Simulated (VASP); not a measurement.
# Te in VASP: notebook

The runs below take Te through single point, with PBE+D3(BJ).

All numbers are computed with VASP 6.6.1; they aren't measurements. Logs are shortened: lines on timing, memory, paths and dates and some standing lists are left out, and cuts for length are marked.

### 1 The cell of the first run

The cell holds a sheet with vacuum, 4 atoms: a = 4.898 Å, b = 4.898 Å, c = 36.492 Å, α = 90.00°, β = 90.00°, γ = 120.00°.

### 2 Single point, PBE+D3(BJ)

Input file INCAR:

```
PREC = Accurate ; ENCUT = 520
EDIFF = 1E-7 ; ISMEAR = 0
SIGMA = 0.1 ; LREAL = False
LASPH = True ; NELM = 60
ALGO = Normal ; ISIF = 2
LWAVE = False ; LCHARG = True
LDIPOL = True ; IDIPOL = 3
DIPOL = 0.5 0.5 0.288 ; GGA = PE
IVDW = 12 ; LELF = True
LVHAR = True ; LVACPOTAV = True
NBANDS = 20
```

Input file KPOINTS:

```
Automatic mesh
0
Gamma
  12 12 1
```

Input file POSCAR:

```
Te
1.0
    4.8980769822      0.0000000000      0.0000000000
   -2.4490384911      4.2418590963      0.0000000000
    0.0000000000      0.0000000000     36.4924940800
Te
4
Direct
    0.6666666667      0.3333333333      0.2332370436
    0.3333333333      0.6666666667      0.2117158738
    0.6666666667      0.3333333333      0.3422237609
    0.3333333333      0.6666666667      0.3637449307
```

Potentials or basis: VASP PAW PBE potentials, release 64 (Te).

Command:

```sh
> cat potpaw_PBE.64/Te/POTCAR > POTCAR
> mpirun -np 1 vasp_std > vasp.out
```

OUTCAR:

```text
PREC = Accurate
   ENCUT = 520
   EDIFF = 1E-7
   ISMEAR = 0
   LREAL = False
   LASPH = True
   NELM = 60
   ISIF = 2
   GGA = PE
   IVDW = 12
 IVDW          = 12

 ion  position               nearest neighbor table
   1  0.667  0.333  0.233-   2 2.93   2 2.93   2 2.93
   2  0.333  0.667  0.212-   1 2.93   1 2.93   1 2.93
   3  0.667  0.333  0.342-   4 2.93   4 2.93   4 2.93
   4  0.333  0.667  0.364-   3 2.93   3 2.93   3 2.93

  LATTYP: Found a hexagonal cell.
 ALAT       =     4.8980769822
 C/A-ratio  =     7.4503716893

  Lattice vectors:

 A1 = (   4.8980769822,   0.0000000000,   0.0000000000)
 A2 = (  -2.4490384911,   4.2418590963,   0.0000000000)
 A3 = (   0.0000000000,   0.0000000000,  36.4924940800)

Analysis of symmetry for initial positions (statically):
=====================================================================
 Subroutine PRICEL returns:
 Original cell was already a primitive cell.

 Routine SETGRP: Setting up the symmetry group for a
 hexagonal supercell.

 Subroutine GETGRP returns: Found 12 space group operations
 (whereof  6 operations were pure point group operations)
 out of a pool of 24 trial point group operations.

The static configuration has the point symmetry C_3v.
 The point group associated with its full space group is D_3h.

Analysis of symmetry for dynamics (positions and initial velocities):
=====================================================================
 Subroutine PRICEL returns:
 Original cell was already a primitive cell.

 Routine SETGRP: Setting up the symmetry group for a
 hexagonal supercell.

 Subroutine GETGRP returns: Found 12 space group operations
 (whereof  6 operations were pure point group operations)
 out of a pool of 24 trial point group operations.

The dynamic configuration has the point symmetry C_3v.
 The point group associated with its full space group is D_3h.

 Subroutine INISYM returns: Found 12 space group operations
 (whereof  6 operations are pure point group operations),
 and found     1 'primitive' translations

----------------------------------------------------------------------------------------

                                     Primitive cell

  volume of cell :     758.2028

  direct lattice vectors                    reciprocal lattice vectors
     4.898076982  0.000000000  0.000000000     0.204161756  0.117872845  0.000000000
    -2.449038491  4.241859096  0.000000000     0.000000000  0.235745690  0.000000000
     0.000000000  0.000000000 36.492494080     0.000000000  0.000000000  0.027402895

  length of vectors
     4.898076982  4.898076982 36.492494080     0.235745690  0.235745690  0.027402895

  position of ions in fractional coordinates (direct lattice)
     0.666666667  0.333333333  0.233237044
     0.333333333  0.666666667  0.211715874
     0.666666667  0.333333333  0.342223761
     0.333333333  0.666666667  0.363744931

  ion indices of the primitive-cell ions
   primitive index   ion index
                 1           1
                 2           2
                 3           3
                 4           4

----------------------------------------------------------------------------------------

 KPOINTS: Automatic mesh

Automatic generation of k-mesh.
 Grid dimensions read from file:
 generate k-points for:   12   12    1

 Generating k-lattice:

  Cartesian coordinates                     Fractional coordinates (reciprocal lattice)
     0.017013480  0.009822737  0.000000000     0.083333333  0.000000000  0.000000000
     0.000000000  0.019645474  0.000000000     0.000000000  0.083333333  0.000000000
     0.000000000  0.000000000  0.027402895     0.000000000  0.000000000  1.000000000

  Length of vectors
     0.019645474  0.019645474  0.027402895

  Shift w.r.t. Gamma in fractional coordinates (k-lattice)
     0.000000000  0.000000000  0.000000000

 Subroutine IBZKPT returns following result:
 ===========================================

 Found     19 irreducible k-points:

 Following reciprocal coordinates:
            Coordinates               Weight
  0.000000  0.000000  0.000000      1.000000
  0.083333 -0.000000  0.000000      6.000000
  0.166667 -0.000000  0.000000      6.000000
  0.250000 -0.000000  0.000000      6.000000
  0.333333 -0.000000  0.000000      6.000000
  0.416667 -0.000000  0.000000      6.000000
[... 11 lines left out ...]
  0.333333  0.250000  0.000000     12.000000
  0.333333  0.333333  0.000000      2.000000
   k-points           NKPTS =     19   k-points in BZ     NKDIM =     19   number of bands    NBANDS=     20
   number of dos      NEDOS =    301   number of ions     NIONS =      4
   total plane-waves  NPLWV = 362880
   dimension x,y,z NGX =    36 NGY =   36 NGZ =  280
   dimension x,y,z NGXF=    72 NGYF=   72 NGZF=  560
   ions per type =               4
   NGX,Y,Z   is equivalent  to a cutoff of  12.22, 12.22, 12.76 a.u.
   NGXF,Y,Z  is equivalent  to a cutoff of  24.44, 24.44, 25.51 a.u.
 SYSTEM =  unknown system
   PREC   = accura    normal or accurate (medium, high low for compatibility)
   ISTART =      0    job   : 0-new  1-cont  2-samecut
   ICHARG =      2    charge: 1-file 2-atom 10-const
   ISPIN  =      1    spin polarized calculation?
   LNONCOLLINEAR =      F non collinear calculations
   LSORBIT =      F    spin-orbit coupling
   LASPH  =      T    aspherical Exc in radial PAW
   ENCUT  =  520.0 eV  38.22 Ry    6.18 a.u.   9.11  9.11 67.85*2*pi/ulx,y,z
   NELM   =     60;   NELMIN=  2; NELMDL= -5     # of ELM steps
   EDIFF  = 0.1E-06   stopping-criterion for ELM
   LREAL  =      F    real-space projection
   EDIFFG = 0.1E-05   stopping-criterion for IOM
   NSW    =      0    number of steps for IOM
   IBRION =     -1    ionic relax: 0-MD 1-quasi-New 2-CG
   NFREE  =      0    steps in history (QN), initial steepest desc. (CG)
   ISIF   =      2    stress and relaxation
   ISYM   =      2    0-nonsym 1-usesym 2-fastsym
   POTIM  = 0.5000    time-step for ionic-motion
   TEBEG  =    0.0;   TEEND  =   0.0 temperature during run
   PSTRESS=    0.0 pullay stress
   NELECT =      24.0000    total number of electrons
   NUPDOWN=      -1.0000    fix difference up-down
   EMIN   =  10.00;   EMAX   =-10.00  energy-range for DOS
   EFERMI =   0.00;   METHOD = LEGACY
   ISMEAR =     0;   SIGMA  =   0.10  broadening in eV -4-tet -1-fermi 0-gaus
   EFERMI_NEDOS =   21; number of points for ismear=-14 and -15
   IALGO  =     38    algorithm
   IMIX   =      4    mixing-type and parameters
     AMIX     =   0.40;   BMIX     =  1.00
     AMIX_MAG =   1.60;   BMIX_MAG =  1.00
  volume/ion in A,a.u.               =     189.55      1279.15
  Fermi-wavevector in a.u.,A,eV,Ry     =   0.517865  0.978623  3.648871  0.268184
  Thomas-Fermi vector in A             =   1.534484
   LORBIT       =      0    0 simple, 1 ext, 2 COOP (PROOUT), +10 PAW based schemes
   GGA     = PE    functional components
   LHFCALC =     F    Hartree Fock is set to
   AEXX    =    0.0000 exact exchange contribution
   IVDW    =    12    specifies the selected vdW correction
   LEPSILON=     F    determine dielectric tensor
   LRPA    =     F    only Hartree local field effects (RPA)
 non-spin polarized calculation
 Gauss-broadening in eV      SIGMA  =   0.10
  energy-cutoff  :      520.00
  volume of cell :      758.20
 maximum number of plane-waves:     20478
   NGX = 19   NGY = 19   NGZ =135

 dipolmoment           0.000000      0.000000      0.000000 electrons x Angstroem

 number of electron      23.9999999 magnetization

 dipolmoment           0.000000      0.000000     -0.000000 electrons x Angstroem

 Free energy of the ion-electron system (eV)
  ---------------------------------------------------
  ext. energy  EPLUGINS =         0.00000000
  ---------------------------------------------------
  free energy    TOTEN  =       -11.39250379 eV

  energy without entropy =      -11.38303573  energy(sigma->0) =      -11.38776976

 E-fermi :  -2.7195     XC(G=0):  -2.0932

 val. band max:       -2.7227221113   @ k =   0.0833  -0.0000   0.0000
 cond. band min:      -2.6551255086   @ k =   0.0000   0.0000   0.0000
 fundamental gap:      0.0675966027
 Fermi energy:        -2.7195116701

 k-point     1 :       0.0000    0.0000    0.0000
  band No.  band energies     occupation
      1     -15.8018      2.00000
      2     -15.7334      2.00000
      3     -11.5104      2.00000
      4     -11.3439      2.00000
      5      -6.5001      2.00000
      6      -6.5001      2.00000
[... 12 lines left out ...]
     19       1.9126      0.00000
     20       2.1025      0.00000

 k-point     2 :       0.0833   -0.0000    0.0000
  band No.  band energies     occupation
      1     -15.7589      2.00000
      2     -15.6903      2.00000
      3     -11.6281      2.00000
      4     -11.4709      2.00000
      5      -6.6033      2.00000
      6      -6.5641      2.00000
[... 12 lines left out ...]
     19       1.9808      0.00000
     20       2.1789      0.00000

 k-point     3 :       0.1667   -0.0000    0.0000
  band No.  band energies     occupation
      1     -15.6319      2.00000
      2     -15.5628      2.00000
      3     -11.9483      2.00000
      4     -11.8116      2.00000
      5      -6.7230      2.00000
      6      -6.7061      2.00000
[... 12 lines left out ...]
     19       2.1562      0.00000
     20       2.3330      0.00000

 k-point     4 :       0.2500   -0.0000    0.0000
  band No.  band energies     occupation
      1     -15.4279      2.00000
      2     -15.3577      2.00000
      3     -12.3939      2.00000
      4     -12.2776      2.00000
      5      -6.9115      2.00000
      6      -6.8483      2.00000
[... 12 lines left out ...]
     19       2.1750      0.00000
     20       2.4873      0.00000

 k-point     5 :       0.3333   -0.0000    0.0000
  band No.  band energies     occupation
      1     -15.1638      2.00000
      2     -15.0920      2.00000
      3     -12.8782      2.00000
      4     -12.7772      2.00000
      5      -7.0764      2.00000
      6      -7.0125      2.00000
[... 12 lines left out ...]
     19       2.1111      0.00000
     20       2.8737      0.00000

 k-point     6 :       0.4167   -0.0000    0.0000
  band No.  band energies     occupation
      1     -14.8881      2.00000
      2     -14.8144      2.00000
      3     -13.3039      2.00000
      4     -13.2126      2.00000
      5      -7.1858      2.00000
      6      -7.1215      2.00000
[... 12 lines left out ...]
     19       2.3212      0.00000
     20       3.0587      0.00000

 k-point     7 :       0.5000   -0.0000    0.0000
  band No.  band energies     occupation
      1     -14.7457      2.00000
      2     -14.6707      2.00000
      3     -13.4992      2.00000
      4     -13.4116      2.00000
      5      -7.2238      2.00000
      6      -7.1594      2.00000
[... 12 lines left out ...]
     19       2.4971      0.00000
     20       2.8517      0.00000
[... 162 lines left out ...]
 k-point    15 :       0.3333    0.1667    0.0000
  band No.  band energies     occupation
      1     -14.7572      2.00000
      2     -14.6822      2.00000
      3     -13.4724      2.00000
      4     -13.3847      2.00000
      5      -7.5664      2.00000
      6      -7.4910      2.00000
[... 12 lines left out ...]
     19       2.4819      0.00000
     20       2.7040      0.00000

 k-point    16 :       0.4167    0.1667    0.0000
  band No.  band energies     occupation
      1     -14.5963      2.00000
      2     -14.5195      2.00000
      3     -13.6765      2.00000
      4     -13.5925      2.00000
      5      -7.6218      2.00000
      6      -7.5455      2.00000
[... 12 lines left out ...]
     19       2.3542      0.00000
     20       2.6867      0.00000

 k-point    17 :       0.2500    0.2500    0.0000
  band No.  band energies     occupation
      1     -14.7610      2.00000
      2     -14.6859      2.00000
      3     -13.4635      2.00000
      4     -13.3757      2.00000
      5      -7.6476      2.00000
      6      -7.5724      2.00000
[... 12 lines left out ...]
     19       2.5116      0.00000
     20       2.6128      0.00000

 k-point    18 :       0.3333    0.2500    0.0000
  band No.  band energies     occupation
      1     -14.4763      2.00000
      2     -14.3976      2.00000
      3     -13.8123      2.00000
      4     -13.7312      2.00000
      5      -7.7792      2.00000
      6      -7.7024      2.00000
[... 12 lines left out ...]
     19       2.0808      0.00000
     20       2.6891      0.00000

 k-point    19 :       0.3333    0.3333    0.0000
  band No.  band energies     occupation
      1     -14.2009      2.00000
      2     -14.1083      2.00000
      3     -14.0959      2.00000
      4     -14.0544      2.00000
      5      -7.8556      2.00000
      6      -7.7782      2.00000
[... 12 lines left out ...]
     19       2.2176      0.00000
     20       2.5985      0.00000

------------------------ aborting loop because EDIFF is reached ----------------------------------------

 vacuum level on the upper side and lower side of the slab       (xc-potential included)        -0.052        -0.053

 Edisp (eV)   -0.84519

 E8    (eV) :    -0.3915

  FORCE on cell =-STRESS in cart. coord.  units (eV):
  Direction    XX          YY          ZZ          XY          YZ          ZX
  --------------------------------------------------------------------------------------
  -------------------------------------------------------------------------------------
  Total       0.46302     0.46302    -0.07356     0.00000     0.00000     0.00000
  in kB       0.97843     0.97843    -0.15545     0.00000     0.00000     0.00000
  external pressure =        0.60 kB  Pullay stress =        0.00 kB

 VOLUME and BASIS-vectors are now :
 -----------------------------------------------------------------------------
  energy-cutoff  :      520.00
  volume of cell :      758.20
      direct lattice vectors                 reciprocal lattice vectors
     4.898076982  0.000000000  0.000000000     0.204161756  0.117872845  0.000000000
    -2.449038491  4.241859096  0.000000000     0.000000000  0.235745690  0.000000000
     0.000000000  0.000000000 36.492494080     0.000000000  0.000000000  0.027402895

 POSITION                                       TOTAL-FORCE (eV/Angst)
 -----------------------------------------------------------------------------------
      2.44904      1.41395      8.51140         0.000000      0.000000     -0.122063
     -0.00000      2.82791      7.72604        -0.000000      0.000000      0.099938
      2.44904      1.41395     12.48860         0.000000     -0.000000      0.122063
     -0.00000      2.82791     13.27396        -0.000000     -0.000000     -0.099938
 -----------------------------------------------------------------------------------
    total drift:                                0.000000     -0.000000     -0.000009

  FREE ENERGIE OF THE ION-ELECTRON SYSTEM (eV)
  ---------------------------------------------------
  free  energy   TOTEN  =       -12.2376943779 eV

  energy  without entropy=      -12.2282263152  energy(sigma->0) =      -12.23296035

 vacuum level on the upper side and lower side of the slab         1.931         1.931
```

It took 13 min on 1 thread of Intel Xeon Platinum 8259CL at 2.50GHz (Skylake/Cascade Lake), shared host; peak memory 0.82 GiB.

Results:

```yaml
Free_energy: -12.2377 eV
Largest_force: 0.122 eV/Å
Band_gap_on_the_k_mesh: zero (bands 12 and 13 overlap by 0.40 eV)
Dispersion_energy_per_atom: -0.211 eV
Work_function_of_the_upper_face: 4.65 eV
Work_function_of_the_lower_face: 4.65 eV
```

Forces in eV/Å, atoms in the order of the input:
```
Te   0.000  0.000 -0.122
Te   0.000  0.000  0.100
Te   0.000  0.000  0.122
Te   0.000  0.000 -0.100
```

Levels at points of the mesh, in eV from the Fermi level:
| k point | band 8 | band 9 | band 10 | band 11 | band 12 | band 13 | band 14 | band 15 | band 16 | band 17 |
| --- | --- | --- | --- | --- | --- | --- | --- | --- | --- | --- |
| (0.00, 0.00, 0.00) | -3.72 | -3.04 | -2.44 | -0.67 | -0.06 | -0.06 | 0.06 | 0.06 | 0.21 | 3.66 |
| (0.50, 0.00, 0.00) | -3.40 | -2.24 | -1.63 | -1.46 | -1.04 | 1.80 | 1.81 | 2.08 | 2.16 | 4.53 |

Caveat: spin-orbit coupling is left out, which moves the levels of the heavy elements.

### 3 Single point, PBE+D3(BJ)

This run uses another cell than the first one.

Input file INCAR:

```
SYSTEM = Te
PREC = Accurate
ENCUT = 520
EDIFF = 1E-7
ISMEAR = 0
SIGMA = 0.1
LREAL = .False.
LASPH = .True.
NELM = 100
ALGO = Normal
ISIF = 2
LWAVE = .False.
LCHARG = .False.
LDIPOL = .True.
IDIPOL = 3
DIPOL = 0.5 0.5 0.288
GGA = PE
IVDW = 12
NBANDS = 20
```

Input file KPOINTS:

```
Automatic mesh
0
Gamma
  12 12 1
  0 0 0
```

Input file POSCAR:

```
Te
1.0
    4.9329177902      0.0000000000      0.0000000000
   -2.4664588951      4.2720321211      0.0000000000
    0.0000000000      0.0000000000     36.4924940800
Te
4
Direct
    0.6666666667      0.3333333333      0.2324728572
    0.3333333333      0.6666666667      0.2123379726
    0.6666666667      0.3333333333      0.3429879473
    0.3333333333      0.6666666667      0.3631228319
```

Potentials or basis: VASP PAW PBE potentials, release 64 (Te).

Command:

```sh
> cat potpaw_PBE.64/Te/POTCAR > POTCAR
> mpirun -np 1 vasp_std > vasp.out
```

OUTCAR:

```text
SYSTEM = Te
   PREC = Accurate
   ENCUT = 520
   EDIFF = 1E-7
   ISMEAR = 0
   LREAL = .False.
   LASPH = .True.
   NELM = 100
   ISIF = 2
   GGA = PE
   IVDW = 12
 IVDW          = 12

 ion  position               nearest neighbor table
   1  0.667  0.333  0.232-   2 2.94   2 2.94   2 2.94
   2  0.333  0.667  0.212-   1 2.94   1 2.94   1 2.94
   3  0.667  0.333  0.343-   4 2.94   4 2.94   4 2.94
   4  0.333  0.667  0.363-   3 2.94   3 2.94   3 2.94

[... 642 lines left out ...]
  Direction    XX          YY          ZZ          XY          YZ          ZX
  --------------------------------------------------------------------------------------
  -------------------------------------------------------------------------------------
  Total      -0.01100    -0.01100    -0.00100     0.00000     0.00000    -0.00000
  in kB      -0.02291    -0.02291    -0.00209     0.00000     0.00000    -0.00000
  external pressure =       -0.02 kB  Pullay stress =        0.00 kB

 VOLUME and BASIS-vectors are now :
 -----------------------------------------------------------------------------
  energy-cutoff  :      520.00
  volume of cell :      769.03
      direct lattice vectors                 reciprocal lattice vectors
     4.932917790  0.000000000  0.000000000     0.202719778  0.117040318  0.000000000
    -2.466458895  4.272032121  0.000000000     0.000000000  0.234080637  0.000000000
     0.000000000  0.000000000 36.492494080     0.000000000  0.000000000  0.027402895

 POSITION                                       TOTAL-FORCE (eV/Angst)
 -----------------------------------------------------------------------------------
      2.46646      1.42401      8.48351        -0.000000     -0.000000      0.009306
     -0.00000      2.84802      7.74874         0.000000      0.000000     -0.007678
      2.46646      1.42401     12.51649         0.000000     -0.000000     -0.009306
     -0.00000      2.84802     13.25126         0.000000     -0.000000      0.007678
 -----------------------------------------------------------------------------------
    total drift:                               -0.000000      0.000000      0.000003

  FREE ENERGIE OF THE ION-ELECTRON SYSTEM (eV)
  ---------------------------------------------------
  free  energy   TOTEN  =       -12.2467188633 eV

  energy  without entropy=      -12.2401704389  energy(sigma->0) =      -12.24344465

 vacuum level on the upper side and lower side of the slab         1.880         1.881
```

stdout:

```text
POSCAR found type information on POSCAR Te
 POSCAR found :  1 types and       4 ions
 scaLAPACK will be used
 LDA part: xc-table for (Slater+PW92), standard interpolation
 POSCAR, INCAR and KPOINTS ok, starting setup
 FFT: planning ... GRIDC
 FFT: planning ... GRID_SOFT
 FFT: planning ... GRID
 WAVECAR not read
 entering main loop
```

Wall time 14 min (1 thread of Intel Xeon Platinum 8259CL at 2.50GHz (Skylake/Cascade Lake), shared host); peak memory 0.97 GiB.

What came out:

| Property | Result |
| --- | --- |
| Free energy | -12.2467 eV |
| Largest force | 0.009 eV/Å |
| Band gap on the k mesh | zero (bands 12 and 13 overlap by 0.28 eV) |
| Dispersion energy per atom | -0.207 eV |

Forces on the atoms (eV/Å):
```
Te   0.000  0.000  0.009
Te   0.000  0.000 -0.008
Te   0.000  0.000 -0.009
Te   0.000  0.000  0.008
```

Caveat: spin-orbit coupling is left out, which moves the levels of the heavy elements.
